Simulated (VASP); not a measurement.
Set up this calculation in VASP 6.6.1, as the native input.

* Task: single point
* Functional: LDA
* Potentials or basis: VASP PAW LDA potentials, release 64 (Cd, Pd)
* Cutoff: 500 eV
* k mesh: 5 × 5 × 5
* Occupations: fermi-dirac, width 0.1 eV
* Spin: no spin polarisation
* Dipole correction: no
* Further INCAR settings: ALGO = Normal; EDIFF = 1e-06; NBANDS = 31

The structure of Cd3Pd lies in POSCAR:

```
Cd3Pd
1.0
    4.2084790000      0.0000000000      0.0000000000
    0.0000000000      4.2084790000      0.0000000000
    0.0000000000      0.0000000000      4.2084790000
Cd Pd
3 1
Direct
    0.0000000000      0.5000000000      0.5000000000
    0.5000000000      0.0000000000      0.5000000000
    0.5000000000      0.5000000000      0.0000000000
    0.0000000000      0.0000000000      0.0000000000
```

The input as run:

INCAR

```
PREC = Accurate
ENCUT = 500
EDIFF = 1E-6
ISMEAR = -1
SIGMA = 0.1
LREAL = False
LASPH = True
NELM = 120
ALGO = Normal
ISIF = 2
LWAVE = False
LCHARG = False
NBANDS = 31
GGA_COMPAT = False
```

KPOINTS

```
regular mesh
0
Gamma
  5 5 5
```

Potentials or basis: VASP PAW LDA potentials, release 64 (Cd, Pd).

Run with:

```sh
$ cat potpaw_LDA.64/Cd/POTCAR potpaw_LDA.64/Pd/POTCAR > POTCAR
$ mpirun -np 1 vasp_std > vasp.out
```

Results of the run:

| Item | Value |
| --- | --- |
| Pressure | -6.2 GPa |
| Band gap on the k mesh | zero (bands 23 and 24 overlap by 3.70 eV) |

Caveat: the cell stands under tension.

Run time: 14 s on 1 thread of AMD EPYC 7R43 64-Core Processor (Zen 3), on a shared host, peak memory 0.12 GiB.
